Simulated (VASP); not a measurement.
Here is a VASP 6.6.1 calculation.

The input INCAR:

```
ALGO     = Normal         # electronic algorithm
EDIFF    = 1E-8           # SCF threshold, eV
ENCUT    = 520            # plane-wave cutoff, eV
ISIF     = 2              # what is computed and relaxed
ISMEAR   = -1             # smearing method
LASPH    = T              # aspherical terms in the spheres
LCHARG   = F              # write CHGCAR
LEFG     = T            
LREAL    = F              # projectors in reciprocal space
LWAVE    = F              # write WAVECAR
NBANDS   = 26             # bands
NELM     = 60             # most SCF steps
PREC     = Accurate       # precision mode
SIGMA    = 0.03           # smearing width, eV
```

The input KPOINTS:

```
k-points
0
Gamma
  10 10 10
```

The input POSCAR:

```
Sn2Ir
1.0
    0.0000000000      3.1477309028      3.1477309028
    3.1477309028      0.0000000000      3.1477309028
    3.1477309028      3.1477309028      0.0000000000
Sn Ir
2 1
Direct
    0.2500000000      0.2500000000      0.2500000000
    0.7500000000      0.7500000000      0.7500000000
    0.0000000000      0.0000000000      0.0000000000
```

Potentials or basis: VASP PAW LDA potentials, release 64 (Sn_d, Ir).

Launch:

```sh
$ cat potpaw_LDA.64/Sn_d/POTCAR potpaw_LDA.64/Ir/POTCAR > POTCAR
$ mpirun -np 1 vasp_std > vasp.out
```

(1) Estimate the pressure.

Results:

(1) 0.9 GPa.

Caveat: without QUAD_EFG the Cq values of the log hold for a quadrupole moment of 1 mb, not for the nuclei.
